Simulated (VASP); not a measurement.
# MnO (P6_3mc) in VASP: a series of runs, part 2 of 2

VASP 6.6.1. The steps go on from the part before.

**4. Electric field gradients, PBE, collinear spin, ferromagnetic start (13.52 Å³/atom)**

This run uses another cell than the first one, of 13.52 Å³/atom.

Input file INCAR:

```
SYSTEM = MnO
ALGO     = Normal         ! electronic algorithm
EDIFF    = 1E-8           ! SCF threshold, eV
ENCUT    = 520            ! plane-wave cutoff, eV
GGA      = PE             ! functional
ISIF     = 2              ! what is computed and relaxed
ISMEAR   = -1             ! smearing method
ISPIN    = 2              ! spin polarisation
LASPH    = .TRUE.         ! aspherical terms in the spheres
LCHARG   = .FALSE.        ! write CHGCAR
LEFG     = .TRUE.       
LMAXMIX  = 4              ! l up to which the mixer works
LORBIT   = 11             ! projections on sites
LREAL    = .FALSE.        ! projectors in reciprocal space
LWAVE    = .FALSE.        ! write WAVECAR
MAGMOM   = 4 4 0 0        ! initial moments
NBANDS   = 31             ! bands
NELM     = 150            ! most SCF steps
PREC     = Accurate       ! precision mode
SIGMA    = 0.05           ! smearing width, eV
```

Input file KPOINTS:

```
k-points
0
G
  14 14 8
  0 0 0
```

Input file POSCAR:

```
MnO
1.0
    3.3940307253      0.0000000000      0.0000000000
   -1.6970153626      2.9393168293      0.0000000000
    0.0000000000      0.0000000000      5.4211666023
Mn O
2 2
Direct
    0.3333333333      0.6666666667      0.0109600000
    0.6666666667      0.3333333333      0.5109600000
    0.3333333333      0.6666666667      0.3754700000
    0.6666666667      0.3333333333      0.8754700000
```

Potentials or basis: VASP PAW PBE potentials, release 64 (Mn_pv, O).

Run with:

```bash
$ cat potpaw_PBE.64/Mn_pv/POTCAR potpaw_PBE.64/O/POTCAR > POTCAR
$ mpirun -np 1 vasp_std > vasp.out
```

OUTCAR:

```text
SYSTEM = MnO
   EDIFF = 1E-8
   ENCUT = 520
   GGA = PE
   ISIF = 2
   ISMEAR = -1
   ISPIN = 2
   LASPH = .TRUE.
   LORBIT = 11
   LREAL = .FALSE.
   NELM = 150
   PREC = Accurate

 ion  position               nearest neighbor table
   1  0.333  0.667  0.011-   3 1.98   4 2.09   4 2.09   4 2.09
   2  0.667  0.333  0.511-   4 1.98   3 2.09   3 2.09   3 2.09
   3  0.333  0.667  0.375-   1 1.98   2 2.09   2 2.09   2 2.09
   4  0.667  0.333  0.875-   2 1.98   1 2.09   1 2.09   1 2.09

  LATTYP: Found a hexagonal cell.
 ALAT       =     3.3940307253
 C/A-ratio  =     1.5972650341

  Lattice vectors:

 A1 = (   3.3940307253,   0.0000000000,   0.0000000000)
 A2 = (  -1.6970153626,   2.9393168293,   0.0000000000)
 A3 = (   0.0000000000,   0.0000000000,   5.4211666023)

[... 1893 lines left out ...]
   1      12.795    12.789   -25.584       0.000
   2      12.795    12.789   -25.584       0.000
   3      -0.571    -0.568     1.140       0.003
   4      -0.571    -0.568     1.140       0.003
----------------------------------------------------------------------

           NMR quadrupolar parameters

 Cq : quadrupolar parameter    Cq=e*Q*V_zz/h
 eta: asymmetry parameters     (V_yy - V_xx)/ V_zz
 Q  : nuclear electric quadrupole moment in mb (millibarn)
----------------------------------------------------------------------
 ion       Cq(MHz)       eta       Q (mb)
----------------------------------------------------------------------
   1      -0.062       0.000       1.000
   2      -0.062       0.000       1.000
   3       0.003       0.003       1.000
   4       0.003       0.003       1.000
----------------------------------------------------------------------

 total charge

# of ion       s       p       d       tot
------------------------------------------
    1        0.237   6.222   4.948  11.407
    2        0.237   6.222   4.948  11.407
    3        1.555   3.453   0.000   5.008
    4        1.555   3.453   0.000   5.008
--------------------------------------------------
tot          3.584  19.350   9.897  32.830

 magnetization (x)

# of ion       s       p       d       tot
------------------------------------------
    1        0.038   0.061   4.322   4.421
    2        0.038   0.061   4.322   4.421
    3        0.020   0.180   0.000   0.200
    4        0.020   0.180   0.000   0.200
--------------------------------------------------
tot          0.115   0.482   8.644   9.241
```

stdout:

```text
POSCAR found type information on POSCAR MnO
 POSCAR found :  2 types and       4 ions
 scaLAPACK will be used
 LDA part: xc-table for (Slater+PW92), standard interpolation
 POSCAR, INCAR and KPOINTS ok, starting setup
 FFT: planning ... GRIDC
 FFT: planning ... GRID_SOFT
 FFT: planning ... GRID
 WAVECAR not read
 entering main loop
ion   1

ion   2

ion   3

ion   4
```

It took 12 min on 1 thread of Oxide Virtual Turin-like, shared host; peak memory 0.36 GiB.

Results:

```yaml
Free_energy: -32.8119 eV
Pressure: 3.8 GPa
Largest_force: 0.611 eV/Å
Band_gap_on_the_k_mesh: zero (filled and empty bands overlap)
Net_moment: 10.00 μB per cell
Site_moments: Mn +4.42; O +0.20 μB
Largest_electric_field_gradient_by_atom: Mn -25.6; O +1.1 V/Å²
Valence_electrons_inside_the_program's_atomic_spheres: Mn 11.41; O 5.01
```

Forces in eV/Å, atoms in the order of the input:
```
Mn   0.000  0.000 -0.611
Mn   0.000  0.000 -0.611
O    0.000  0.000  0.611
O    0.000  0.000  0.611
```

Electric field gradients, principal values (V/Å²):
| atom | least | middle | greatest (by size) |
| --- | --- | --- | --- |
| 1 Mn | 12.789 | 12.795 | -25.584 |
| 2 Mn | 12.789 | 12.795 | -25.584 |
| 3 O | -0.568 | -0.571 | 1.140 |
| 4 O | -0.568 | -0.571 | 1.140 |

Caveat: the cell stands under pressure; without QUAD_EFG the Cq values of the log hold for a quadrupole moment of 1 mb, not for the nuclei; semilocal functionals often make such compounds metallic where correlation or magnetic order opens a gap, which also shifts bond lengths; only a ferromagnetic start was run, and an antiferromagnetic order may lie lower in energy. With open d or f shells a metallic result of PBE can be an artefact of self-interaction; +U or a hybrid may open a gap.

**5. Summary**

```csv
cell,gap on the mesh (eV),pressure (GPa),moment (μB),largest force (eV/Å)
"a = 3.349, b = 3.349, c = 5.349 Å, angles 90.0, 90.0, 120.0°, 4 atoms",none,9.5,9.98,0.71
"a = 3.360, b = 3.360, c = 5.367 Å, angles 90.0, 90.0, 120.0°, 4 atoms",none,8.0,9.99,0.69
"a = 3.394, b = 3.394, c = 5.421 Å, angles 90.0, 90.0, 120.0°, 4 atoms",none,3.8,10.00,0.61
```

Alike in all rows: task electric field gradients; level PBE; potentials or basis VASP PAW PBE potentials, release 64 (Mn_pv, O); spin collinear, ferromagnetic start; k mesh 14 × 14 × 8; cutoff (eV) 520; smearing fermi-dirac 0.05 eV.

Caveats: the cell stands under pressure; semilocal functionals often make such compounds metallic where correlation or magnetic order opens a gap, which also shifts bond lengths; only a ferromagnetic start was run, and an antiferromagnetic order may lie lower in energy.

Total energies depend on the potentials used, so only differences within one code and one set of settings carry meaning.
